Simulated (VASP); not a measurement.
# Ta4Cu (Im-3m) in VASP: a series of runs, part 2 of 3

VASP 6.6.1.

### 3 Single point, PBE

This run uses another cell than the first one, of 19.68 Å³/atom.

INCAR reads:

```
PREC     = Accurate       # precision mode
ENCUT    = 520            # plane-wave cutoff, eV
EDIFF    = 1E-6           # SCF threshold, eV
ISMEAR   = 0              # smearing method
SIGMA    = 0.1            # smearing width, eV
LREAL    = F              # projectors in reciprocal space
LASPH    = T              # aspherical terms in the spheres
NELM     = 60             # most SCF steps
ALGO     = Fast           # electronic algorithm
ISIF     = 2              # what is computed and relaxed
LWAVE    = F              # write WAVECAR
LCHARG   = F              # write CHGCAR
GGA      = PE             # functional
NBANDS   = 36             # bands
```

KPOINTS reads:

```
Automatic mesh
0
Gamma
  4 4 4
```

POSCAR reads:

```
Ta4Cu
1.0
   -2.9083272581      2.9083272581      2.9083272581
    2.9083272581     -2.9083272581      2.9083272581
    2.9083272581      2.9083272581     -2.9083272581
Ta Cu
4 1
Direct
    0.0000000000      0.0000000000      0.5000000000
    0.0000000000      0.5000000000      0.0000000000
    0.5000000000      0.0000000000      0.0000000000
    0.5000000000      0.5000000000      0.5000000000
    0.0000000000      0.0000000000      0.0000000000
```

Potentials or basis: VASP PAW PBE potentials, release 64 (Ta_pv, Cu).

Run with:

```
$ cat potpaw_PBE.64/Ta_pv/POTCAR potpaw_PBE.64/Cu/POTCAR > POTCAR
$ mpirun -np 1 vasp_std > vasp.out
```

OUTCAR:

```text
PREC = Accurate
   ENCUT = 520
   EDIFF = 1E-6
   ISMEAR = 0
   LREAL = F
   LASPH = T
   NELM = 60
   ISIF = 2
   GGA = PE

 ion  position               nearest neighbor table
   1  0.000  0.000  0.500-   5 2.52   5 2.52   4 2.91   2 2.91   3 2.91   2 2.91   3 2.91   4 2.91

   2  0.000  0.500  0.000-   5 2.52   5 2.52   4 2.91   1 2.91   3 2.91   1 2.91   4 2.91   3 2.91

   3  0.500  0.000  0.000-   5 2.52   5 2.52   4 2.91   1 2.91   4 2.91   2 2.91   1 2.91   2 2.91

   4  0.500  0.500  0.500-   5 2.52   5 2.52   3 2.91   1 2.91   3 2.91   2 2.91   1 2.91   2 2.91

   5  0.000  0.000  0.000-   1 2.52   2 2.52   3 2.52   4 2.52   1 2.52   2 2.52   3 2.52   4 2.52

  LATTYP: Found a body centered cubic cell.
 ALAT       =     5.8166545162

  Lattice vectors:

 A1 = (  -2.9083272581,   2.9083272581,   2.9083272581)
 A2 = (   2.9083272581,  -2.9083272581,   2.9083272581)
 A3 = (   2.9083272581,   2.9083272581,  -2.9083272581)

Analysis of symmetry for initial positions (statically):
=====================================================================
 Subroutine PRICEL returns:
 Original cell was already a primitive cell.

 Routine SETGRP: Setting up the symmetry group for a
 body centered cubic supercell.

 Subroutine GETGRP returns: Found 48 space group operations
 (whereof 48 operations were pure point group operations)
 out of a pool of 48 trial point group operations.

The static configuration has the point symmetry O_h .

Analysis of symmetry for dynamics (positions and initial velocities):
=====================================================================
 Subroutine PRICEL returns:
 Original cell was already a primitive cell.

 Routine SETGRP: Setting up the symmetry group for a
 body centered cubic supercell.

 Subroutine GETGRP returns: Found 48 space group operations
 (whereof 48 operations were pure point group operations)
 out of a pool of 48 trial point group operations.

The dynamic configuration has the point symmetry O_h .

 Subroutine INISYM returns: Found 48 space group operations
 (whereof 48 operations are pure point group operations),
 and found     1 'primitive' translations

----------------------------------------------------------------------------------------

                                     Primitive cell

  volume of cell :      98.3988

  direct lattice vectors                    reciprocal lattice vectors
    -2.908327258  2.908327258  2.908327258     0.000000000  0.171920130  0.171920130
     2.908327258 -2.908327258  2.908327258     0.171920130  0.000000000  0.171920130
     2.908327258  2.908327258 -2.908327258     0.171920130  0.171920130  0.000000000

  length of vectors
     5.037370576  5.037370576  5.037370576     0.243131779  0.243131779  0.243131779

  position of ions in fractional coordinates (direct lattice)
     0.000000000  0.000000000  0.500000000
     0.000000000  0.500000000  0.000000000
     0.500000000  0.000000000  0.000000000
     0.500000000  0.500000000  0.500000000
     0.000000000  0.000000000  0.000000000

  ion indices of the primitive-cell ions
   primitive index   ion index
                 1           1
                 2           2
[... 27 lines left out ...]

 Found      8 irreducible k-points:

 Following reciprocal coordinates:
            Coordinates               Weight
  0.000000  0.000000  0.000000      1.000000
  0.250000  0.000000  0.000000     12.000000
  0.500000  0.000000  0.000000      6.000000
  0.250000  0.250000  0.000000     24.000000
  0.250000  0.250000  0.250000      2.000000
 -0.250000  0.250000  0.250000      6.000000
  0.500000  0.500000  0.250000     12.000000
  0.500000  0.500000  0.500000      1.000000
   k-points           NKPTS =      8   k-points in BZ     NKDIM =      8   number of bands    NBANDS=     36
   number of dos      NEDOS =    301   number of ions     NIONS =      5
   total plane-waves  NPLWV =  64000
   dimension x,y,z NGX =    40 NGY =   40 NGZ =   40
   dimension x,y,z NGXF=    80 NGYF=   80 NGZF=   80
   ions per type =               4   1
   NGX,Y,Z   is equivalent  to a cutoff of  13.20, 13.20, 13.20 a.u.
   NGXF,Y,Z  is equivalent  to a cutoff of  26.40, 26.40, 26.40 a.u.
 SYSTEM =  unknown system
   PREC   = accura    normal or accurate (medium, high low for compatibility)
   ISTART =      0    job   : 0-new  1-cont  2-samecut
   ICHARG =      2    charge: 1-file 2-atom 10-const
   ISPIN  =      1    spin polarized calculation?
   LNONCOLLINEAR =      F non collinear calculations
   LSORBIT =      F    spin-orbit coupling
   LASPH  =      T    aspherical Exc in radial PAW
   ENCUT  =  520.0 eV  38.22 Ry    6.18 a.u.   9.37  9.37  9.37*2*pi/ulx,y,z
   NELM   =     60;   NELMIN=  2; NELMDL= -5     # of ELM steps
   EDIFF  = 0.1E-05   stopping-criterion for ELM
   LREAL  =      F    real-space projection
   EDIFFG = 0.1E-04   stopping-criterion for IOM
   NSW    =      0    number of steps for IOM
   IBRION =     -1    ionic relax: 0-MD 1-quasi-New 2-CG
   NFREE  =      0    steps in history (QN), initial steepest desc. (CG)
   ISIF   =      2    stress and relaxation
   ISYM   =      2    0-nonsym 1-usesym 2-fastsym
   POTIM  = 0.5000    time-step for ionic-motion
   TEBEG  =    0.0;   TEEND  =   0.0 temperature during run
   PSTRESS=    0.0 pullay stress
   NELECT =      55.0000    total number of electrons
   NUPDOWN=      -1.0000    fix difference up-down
   EMIN   =  10.00;   EMAX   =-10.00  energy-range for DOS
   EFERMI =   0.00;   METHOD = LEGACY
   ISMEAR =     0;   SIGMA  =   0.10  broadening in eV -4-tet -1-fermi 0-gaus
   EFERMI_NEDOS =   21; number of points for ismear=-14 and -15
   IALGO  =     68    algorithm
   IMIX   =      4    mixing-type and parameters
     AMIX     =   0.40;   BMIX     =  1.00
     AMIX_MAG =   1.60;   BMIX_MAG =  1.00
  volume/ion in A,a.u.               =      19.68       132.81
  Fermi-wavevector in a.u.,A,eV,Ry     =   1.348546  2.548383 24.743236  1.818577
  Thomas-Fermi vector in A             =   2.476206
   LORBIT       =      0    0 simple, 1 ext, 2 COOP (PROOUT), +10 PAW based schemes
   GGA     = PE    functional components
   LHFCALC =     F    Hartree Fock is set to
   AEXX    =    0.0000 exact exchange contribution
   IVDW    =     0    specifies the selected vdW correction
   LEPSILON=     F    determine dielectric tensor
   LRPA    =     F    only Hartree local field effects (RPA)
 non-spin polarized calculation
 RMM-DIIS sequential band-by-band and
 Gauss-broadening in eV      SIGMA  =   0.10
  energy-cutoff  :      520.00
  volume of cell :       98.40
 maximum number of plane-waves:      2700
 NGX is ok and might be reduce to    40
   NGX = 19   NGY = 19   NGZ = 19

 number of electron      55.0000004 magnetization

 Free energy of the ion-electron system (eV)
  ---------------------------------------------------
  ext. energy  EPLUGINS =         0.00000000
  ---------------------------------------------------
  free energy    TOTEN  =       -46.16343170 eV

  energy without entropy =      -46.13587788  energy(sigma->0) =      -46.14965479

 E-fermi :   4.8844     XC(G=0): -11.6854

 val. band max:        4.8260108261   @ k =  -0.2500   0.2500   0.2500
 cond. band min:       4.9546741910   @ k =   0.2500   0.2500   0.0000
 fundamental gap:      0.1286633649
 Fermi energy:         4.8844480926

 k-point     1 :       0.0000    0.0000    0.0000
  band No.  band energies     occupation
      1     -29.9063      2.00000
      2     -29.9063      2.00000
      3     -29.9063      2.00000
      4     -29.8526      2.00000
      5     -29.8526      2.00000
      6     -29.8526      2.00000
[... 301 lines left out ...]
     35       6.6521      0.00000
     36       9.3525      0.00000

------------------------ aborting loop because EDIFF is reached ----------------------------------------

  FORCE on cell =-STRESS in cart. coord.  units (eV):
  Direction    XX          YY          ZZ          XY          YZ          ZX
  --------------------------------------------------------------------------------------
  -------------------------------------------------------------------------------------
  Total        0.2042698      0.2042698      0.2042698     -0.0000000     -0.0000000      0.0000000
  in kB        3.3260207      3.3260207      3.3260207     -0.0000000     -0.0000000      0.0000000
  external PRESSURE =       3.3260207 kB  Pullay stress =       0.0000000 kB

 VOLUME and BASIS-vectors are now :
 -----------------------------------------------------------------------------
  energy-cutoff  :      520.00
  volume of cell :       98.40
      direct lattice vectors                 reciprocal lattice vectors
    -2.908327258  2.908327258  2.908327258     0.000000000  0.171920130  0.171920130
     2.908327258 -2.908327258  2.908327258     0.171920130  0.000000000  0.171920130
     2.908327258  2.908327258 -2.908327258     0.171920130  0.171920130  0.000000000

 POSITION                                       TOTAL-FORCE (eV/Angst)
 -----------------------------------------------------------------------------------
      1.45416      1.45416     -1.45416         0.000000     -0.000000     -0.000000
      1.45416     -1.45416      1.45416        -0.000000     -0.000000     -0.000000
     -1.45416      1.45416      1.45416        -0.000000      0.000000      0.000000
      1.45416      1.45416      1.45416        -0.000000      0.000000      0.000000
      0.00000      0.00000      0.00000         0.000000      0.000000      0.000000
 -----------------------------------------------------------------------------------
    total drift:                                0.000000     -0.000000      0.000000

  FREE ENERGIE OF THE ION-ELECTRON SYSTEM (eV)
  ---------------------------------------------------
  free  energy   TOTEN  =       -46.1634316989 eV

  energy  without entropy=      -46.1358778823  energy(sigma->0) =      -46.14965479
```

Run time: 47 s. Hardware: 1 thread of Intel Xeon 6975P-C (Granite Rapids), shared host; peak memory 0.24 GiB.

What came out:

| Property | Result |
| --- | --- |
| Free energy | -46.1634 eV |
| Pressure | 0.3 GPa |
| Band gap on the k mesh | zero (an odd number of electrons rules out a gap without spin polarisation) |

Caveat: the k points lie up to 0.38 Å⁻¹ apart, too coarse for converged energies and pressures of a metal; spin-orbit coupling is left out, which moves the levels of the heavy elements.

[end of part 2 of 3]

The gap in the log of VASP goes by the Fermi energy; the results here count the filled bands.